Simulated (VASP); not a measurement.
# Mg48O47 (a cell with a defect) in VASP: a series of runs, part 2 of 2

VASP 6.6.1.

### 3 Single point, PBEsol

File INCAR:

```
  ALGO = Normal
  EDIFF = 1E-6
  ENCUT = 520
  GGA = PS
  GGA_COMPAT = F
  ISIF = 2
  ISMEAR = -1
  ISYM = -1
  LASPH = T
  LCHARG = T
  LELF = T
  LREAL = Auto
  LVHAR = T
  LWAVE = F
  NBANDS = 242
  NELM = 120
  PREC = Accurate
  SIGMA = 0.05
```

File KPOINTS:

```
explicit points
1
Reciprocal
  0.25000000   0.25000000   0.25000000 1
```

File POSCAR:

```
Mg48O47
1.0
    9.9058180000      0.0000000000      0.0000000000
    0.0000000000     11.4382530000      0.0000000000
    0.0000000000      0.0000000000     10.0496460000
Mg O
48 47
Direct
    0.1664990000      0.0835980000      0.2449030000
    0.1663370000      0.0835290000      0.7451680000
    0.9998950000      0.3335430000      0.2450450000
    0.9999040000      0.3335020000      0.7448140000
    0.4997530000      0.0834690000      0.2450670000
    0.4998210000      0.0835720000      0.7451290000
    0.3332570000      0.3335800000      0.2452240000
    0.3328350000      0.3332120000      0.7446140000
    0.1666560000      0.5834040000      0.2451700000
    0.1662430000      0.5833150000      0.7446600000
    0.9998220000      0.8335310000      0.2448990000
    0.9998370000      0.8335710000      0.7452700000
    0.8331990000      0.0835260000      0.2449410000
    0.8332140000      0.0835890000      0.7451500000
    0.6665820000      0.3336390000      0.2452590000
    0.6670370000      0.3331370000      0.7446570000
    0.4999160000      0.5834720000      0.2403660000
    0.4999650000      0.5834990000      0.7458380000
    0.3333820000      0.8334600000      0.2451870000
    0.3330630000      0.8339060000      0.7447870000
    0.8331970000      0.5835190000      0.2451790000
    0.8335250000      0.5833540000      0.7447090000
    0.6664010000      0.8335310000      0.2453560000
    0.6664890000      0.8340180000      0.7447360000
    0.9998440000      0.1672090000      0.4950130000
    0.9998150000      0.1669940000      0.9949380000
    0.3331900000      0.1662310000      0.4950900000
    0.3331350000      0.1668300000      0.9950660000
    0.1669950000      0.4170480000      0.4948290000
    0.1664490000      0.4167930000      0.9949340000
    0.9998930000      0.6674320000      0.4951140000
    0.9998890000      0.6668080000      0.9950280000
    0.6664450000      0.1662120000      0.4948720000
    0.6664810000      0.1667820000      0.9952450000
    0.4999750000      0.4170500000      0.4950110000
    0.4998670000      0.4161730000      0.9938170000
    0.3336480000      0.6666720000      0.4948490000
    0.3326270000      0.6670620000      0.9939290000
    0.1661560000      0.9171680000      0.4949980000
    0.1664760000      0.9168770000      0.9952000000
    0.8329100000      0.4171320000      0.4948880000
    0.8332220000      0.4168080000      0.9950140000
    0.6661590000      0.6667170000      0.4949680000
    0.6671350000      0.6672800000      0.9939090000
    0.4998160000      0.9162780000      0.4951380000
    0.4998460000      0.9169100000      0.9950040000
    0.8336570000      0.9171890000      0.4952410000
    0.8332070000      0.9169340000      0.9950470000
    0.9997970000      0.1669250000      0.1932490000
    0.9998050000      0.1668600000      0.6934240000
    0.3332410000      0.1669470000      0.1934180000
    0.3330500000      0.1665810000      0.6934210000
    0.1666190000      0.4167880000      0.1933510000
    0.1664730000      0.4167460000      0.6930880000
    0.9999580000      0.6667870000      0.1933600000
    0.9998690000      0.6670240000      0.6932770000
    0.6664180000      0.1669350000      0.1936260000
    0.6665200000      0.1665390000      0.6931930000
    0.4999090000      0.4165370000      0.1924450000
    0.4999300000      0.4167290000      0.6936500000
    0.3330070000      0.6669690000      0.1924630000
    0.3332310000      0.6668750000      0.6934650000
    0.1666830000      0.9168070000      0.1934620000
    0.1663260000      0.9169770000      0.6933180000
    0.8332120000      0.4168600000      0.1934370000
    0.8333460000      0.4167910000      0.6931840000
    0.6667740000      0.6670410000      0.1925620000
    0.6665720000      0.6669860000      0.6935870000
    0.4999180000      0.9168270000      0.1933820000
    0.4997440000      0.9170100000      0.6934280000
    0.8330250000      0.9168030000      0.1933700000
    0.8333370000      0.9170210000      0.6935280000
    0.1663210000      0.0836310000      0.4432690000
    0.1664360000      0.0835060000      0.9435710000
    0.9999620000      0.3339020000      0.4433720000
    0.9998240000      0.3335300000      0.9431550000
    0.4997430000      0.0829060000      0.4433960000
    0.4998050000      0.0835620000      0.9434660000
    0.3335810000      0.3330150000      0.4436510000
    0.3329370000      0.3333320000      0.9429120000
    0.1665140000      0.5839250000      0.4435030000
    0.1663130000      0.5833820000      0.9428770000
    0.9998650000      0.8338010000      0.4431920000
    0.9998800000      0.8335170000      0.9435530000
    0.8334560000      0.0836210000      0.4433010000
    0.8331980000      0.0835630000      0.9435180000
    0.6663500000      0.3330240000      0.4436550000
    0.6667770000      0.3332500000      0.9429670000
    0.4999270000      0.5834860000      0.9443210000
    0.3327100000      0.8334470000      0.4435460000
    0.3331050000      0.8337130000      0.9430430000
    0.8333120000      0.5840470000      0.4435250000
    0.8333590000      0.5834100000      0.9429880000
    0.6670910000      0.8335100000      0.4437590000
    0.6665340000      0.8338420000      0.9429930000
```

Potentials or basis: VASP PAW PBE potentials, release 64 (Mg, O).

On the command line:

```
cat potpaw_PBE.64/Mg/POTCAR potpaw_PBE.64/O/POTCAR > POTCAR
mpirun -np 1 vasp_std > vasp.out
```

OUTCAR:

```text
EDIFF = 1E-6
   ENCUT = 520
   GGA = PS
   ISIF = 2
   ISMEAR = -1
   ISYM = -1
   LASPH = T
   LREAL = Auto
   NELM = 120
   PREC = Accurate

 ion  position               nearest neighbor table
   1  0.166  0.084  0.245-  49 1.98  51 1.98  63 1.98  73 1.99  40 3.15  28 3.15  39 3.15  27 3.15
                            26 3.15  25 3.16   3 3.30   5 3.30  13 3.30   7 3.30  11 3.30  19 3.30
   2  0.166  0.084  0.745-  52 1.97  50 1.97  64 1.98  74 1.99  26 3.15  39 3.15  27 3.15  28 3.15
                            40 3.15  25 3.16   8 3.30  20 3.30  14 3.30   4 3.30  12 3.30   6 3.30
   3  1.000  0.334  0.245-  49 1.98  65 1.98  53 1.98  75 1.99  25 3.15  30 3.15  26 3.15  42 3.15
                            29 3.15  41 3.16   9 3.30   1 3.30  15 3.30  21 3.30   7 3.30  13 3.30
   4  1.000  0.334  0.745-  66 1.97  54 1.97  50 1.97  76 1.99  25 3.15  26 3.15  30 3.15  42 3.16
                            41 3.16  29 3.16  16 3.30   8 3.30  10 3.30  22 3.30   2 3.30  14 3.30
   5  0.500  0.083  0.245-  51 1.98  69 1.98  57 1.98  77 1.99  33 3.15  27 3.15  34 3.15  46 3.15
                            28 3.15  45 3.16  19 3.30   1 3.30  23 3.30   7 3.30  13 3.30  15 3.30
   6  0.500  0.084  0.745-  70 1.97  58 1.97  52 1.98  78 1.99  27 3.15  46 3.15  28 3.15  33 3.15
                            34 3.15  45 3.16  24 3.30  20 3.30   8 3.30  16 3.30  14 3.30   2 3.30
[... 435 lines left out ...]
      6     -14.8162      2.00000
[... 193 lines left out ...]
    200       7.4303      0.00000
    201       7.7488      0.00000
 [bands above 201 left out]

------------------------ aborting loop because EDIFF is reached ----------------------------------------

  FORCE on cell =-STRESS in cart. coord.  units (eV):
  Direction    XX          YY          ZZ          XY          YZ          ZX
  --------------------------------------------------------------------------------------
  -------------------------------------------------------------------------------------
  Total       -1.1639532     -1.0792093     -1.1142285      0.0215416     -0.0213933      0.0077818
  in kB       -1.6377413     -1.5185023     -1.5677761      0.0303102     -0.0301014      0.0109494
  external PRESSURE =      -1.5746732 kB  Pullay stress =       0.0000000 kB

 VOLUME and BASIS-vectors are now :
 -----------------------------------------------------------------------------
  energy-cutoff  :      520.00
  volume of cell :     1138.68
      direct lattice vectors                 reciprocal lattice vectors
     9.905818000  0.000000000  0.000000000     0.100950775  0.000000000  0.000000000
     0.000000000 11.438253000  0.000000000     0.000000000  0.087425938  0.000000000
     0.000000000  0.000000000 10.049646000     0.000000000  0.000000000  0.099505993

 POSITION                                       TOTAL-FORCE (eV/Angst)
 -----------------------------------------------------------------------------------
      1.64931      0.95622      2.46119        -0.002242     -0.004983      0.001088
      1.64770      0.95543      7.48867         0.002669     -0.005107      0.005255
      9.90478      3.81515      2.46262         0.001656     -0.001118      0.002023
      9.90487      3.81468      7.48512        -0.000580      0.002736      0.000909
      4.95046      0.95474      2.46284         0.004476     -0.001309      0.001435
      4.95114      0.95592      7.48828        -0.001112     -0.003693      0.001287
[... 87 lines left out ...]
      6.60808      9.53390      4.45962         0.002529      0.007235     -0.000217
      6.60256      9.53770      9.47675         0.001152     -0.002534     -0.000385
 -----------------------------------------------------------------------------------
    total drift:                               -0.000688      0.008863      0.011015

  FREE ENERGIE OF THE ION-ELECTRON SYSTEM (eV)
  ---------------------------------------------------
  free  energy   TOTEN  =      -577.8810127442 eV

  energy  without entropy=     -577.8810127404  energy(sigma->0) =     -577.88101274
```

stdout:

```text
POSCAR found type information on POSCAR MgO
 POSCAR found :  2 types and      95 ions
 scaLAPACK will be used
 -----------------------------------------------------------------------------
|                                                                             |
|                                                                             |
|     You enforced a specific xc type in the INCAR file but a different       |
|     I HOPE YOU KNOW WHAT YOU ARE DOING!                                     |
|                                                                             |
 -----------------------------------------------------------------------------

 LDA part: xc-table for (Slater+PW92), standard interpolation
 POSCAR, INCAR and KPOINTS ok, starting setup
 FFT: planning ... GRIDC
 FFT: planning ... GRID_SOFT
 FFT: planning ... GRID
 WAVECAR not read
 entering main loop
```

It took 11 min on 1 thread of Intel Xeon Platinum 8375C at 2.90GHz (Ice Lake), shared host; peak memory 1.1 GiB.

Results:

```yaml
Free_energy: -577.8810 eV
Pressure: -0.2 GPa
Largest_force: 0.023 eV/Å
Band_gap_on_the_k_mesh: 2.09 eV
```

Forces in eV/Å, atoms in the order of the input:
```
Mg  -0.002 -0.005  0.001
Mg   0.003 -0.005  0.005
Mg   0.002 -0.001  0.002
Mg  -0.001  0.003  0.001
Mg   0.004 -0.001  0.001
Mg  -0.001 -0.004  0.001
Mg  -0.009 -0.001  0.000
Mg  -0.004  0.001  0.002
Mg  -0.004 -0.002 -0.004
Mg  -0.002 -0.002 -0.004
Mg   0.003  0.005 -0.003
Mg   0.005  0.003 -0.001
Mg   0.003 -0.001  0.002
Mg   0.003 -0.003  0.004
Mg   0.008 -0.003 -0.001
Mg  -0.003  0.002 -0.001
Mg  -0.002 -0.003 -0.023
Mg  -0.004 -0.001 -0.002
Mg  -0.003  0.009 -0.003
Mg  -0.002  0.002 -0.002
Mg   0.000 -0.007 -0.004
Mg  -0.002 -0.002  0.001
Mg   0.003  0.008 -0.002
Mg   0.006 -0.003 -0.001
Mg   0.003 -0.005  0.001
Mg   0.002 -0.009  0.005
Mg   0.004  0.001  0.004
Mg  -0.006 -0.005 -0.001
Mg  -0.004 -0.001  0.004
Mg   0.003 -0.003 -0.002
Mg   0.003 -0.001  0.000
Mg  -0.002 -0.002 -0.003
Mg  -0.002 -0.004  0.009
Mg   0.007 -0.005 -0.003
Mg  -0.005 -0.019  0.010
Mg   0.002  0.002  0.001
Mg  -0.017  0.006  0.013
Mg  -0.001  0.006 -0.003
Mg  -0.001 -0.004  0.005
Mg   0.006  0.003 -0.005
Mg   0.005 -0.003  0.001
Mg  -0.001 -0.001 -0.006
Mg   0.014  0.008  0.009
Mg  -0.002 -0.008  0.003
Mg   0.003  0.000  0.002
Mg  -0.004 -0.002 -0.001
Mg  -0.004 -0.005 -0.002
Mg  -0.001  0.000  0.002
O    0.000  0.003  0.002
O   -0.002  0.004 -0.005
O   -0.008  0.001  0.001
O   -0.002  0.003 -0.006
O    0.002  0.005  0.002
O    0.003  0.004  0.004
O   -0.003 -0.006  0.003
O    0.001  0.004  0.000
O    0.006  0.002 -0.005
O    0.004  0.005  0.000
O    0.001  0.002 -0.001
O    0.001  0.001 -0.007
O   -0.005 -0.002  0.005
O   -0.001 -0.003  0.002
O    0.002  0.002  0.004
O    0.001  0.000  0.000
O   -0.004  0.007 -0.001
O   -0.004  0.002 -0.003
O    0.010 -0.003  0.002
O    0.004 -0.002  0.002
O   -0.005 -0.003 -0.004
O   -0.003  0.000 -0.008
O    0.001  0.002  0.002
O    0.000 -0.001 -0.005
O    0.003  0.004 -0.003
O    0.004  0.001 -0.006
O   -0.005  0.004 -0.006
O    0.000  0.008  0.003
O    0.002  0.004 -0.005
O    0.000  0.002  0.000
O   -0.003 -0.001  0.003
O   -0.001  0.007  0.000
O   -0.002  0.003  0.007
O    0.005 -0.004  0.005
O   -0.002  0.001 -0.004
O   -0.005 -0.003  0.002
O   -0.008  0.002 -0.003
O   -0.007  0.002 -0.002
O    0.005  0.006  0.001
O    0.006  0.007  0.002
O   -0.001  0.000 -0.012
O   -0.005  0.000  0.006
O    0.003  0.000  0.004
O    0.002 -0.012  0.002
O    0.001 -0.001  0.007
O    0.003  0.007  0.000
O    0.001 -0.003  0.000
```

Levels at points of the mesh, in eV from the valence-band top:
```tsv
k point	band 187	band 188	band 189	band 190	band 191	band 192
(0.25, 0.25, 0.25)	-2.27	-2.23	0.00	2.09	2.81	2.95
```

Caveat: the PAW data sets were made with another functional, which shifts forces and pressure a little.
